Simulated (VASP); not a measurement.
The system is AlCu6.

```xyz
7
Lattice="5.3224 0.0000 0.0000 0.0000 5.3224 0.0000 0.0000 0.0000 3.4002" Properties=species:S:1:pos:R:3 pbc="T T T"
Al    0.0000    0.0000    1.7001
Cu    1.3313    2.6612    0.0000
Cu    3.9911    2.6612    0.0000
Cu    2.6612    1.3313    0.0000
Cu    2.6612    3.9911    0.0000
Cu    0.0000    2.6612    1.7001
Cu    2.6612    0.0000    1.7001
```

The cell was generated, and may not be a known phase.

```yaml
Program: VASP 6.6.1
Task: relaxation of cell and atoms
Functional: PBE
Potentials_or_basis: VASP PAW PBE potentials, release 64 (Al, Cu)
Cutoff: 600 eV
k_mesh: 3 × 3 × 5
Occupations: gaussian, width 0.2 eV
Spin: no spin polarisation
```

At the start: pressure 48.6 GPa; volume 13.76 Å³/atom.

**Question.** How do energy, volume and symmetry change on relaxing?

**Answer.** Over 13 steps the energy falls by 864.8 meV/atom and the volume is 18.15 Å³/atom (+31.9 %); space group P4/mmm (No. 123, to 0.1 Å) before and after.

Step by step:
| step | energy change (eV) | largest force (eV/Å) | pressure (GPa) | volume (Å³) |
| --- | --- | --- | --- | --- |
| 1 | 0.0000 | 9.1948 | 48.64 | 96.32 |
| 2 | -2.3191 | 3.1276 | 2.01 | 166.64 |
| 3 | -2.9872 | 2.9299 | 1.69 | 155.97 |
| 4 | -3.5492 | 2.8065 | 2.13 | 147.05 |
| 5 | -4.7644 | 1.9536 | 9.05 | 119.95 |
| 6 | -5.5212 | 0.1699 | -4.77 | 141.63 |
| 7 | -5.5840 | 0.1870 | -2.55 | 135.88 |
| 8 | -5.7816 | 0.2678 | -1.27 | 131.24 |
| 9 | -5.8680 | 0.8986 | 0.68 | 126.37 |
| 10 | -6.0109 | 0.4561 | 1.10 | 124.66 |
| 11 | -6.0375 | 0.0060 | 1.73 | 123.43 |
| 12 | -6.0384 | 0.0675 | 1.65 | 123.60 |
| 13 | -6.0537 | 0.0136 | -0.27 | 127.06 |

Final structure:
```
Al Cu
1.0
     5.50909    0.00000    0.00000
     0.00000    5.50909    0.00000
     0.00000    0.00000    4.18644
Al Cu
1 6
Direct
  0.00000 0.00000 0.50000
  0.20795 0.50000 0.00000
  0.79205 0.50000 0.00000
  0.50000 0.20795 0.00000
  0.50000 0.79205 0.00000
  0.00000 0.50000 0.50000
  0.50000 0.00000 0.50000
```

Caveat: the k points lie up to 0.38 Å⁻¹ apart in the final cell, too coarse for converged energies and pressures of a metal; the volume moved by over 15 % at a fixed basis, so the end points are rough.
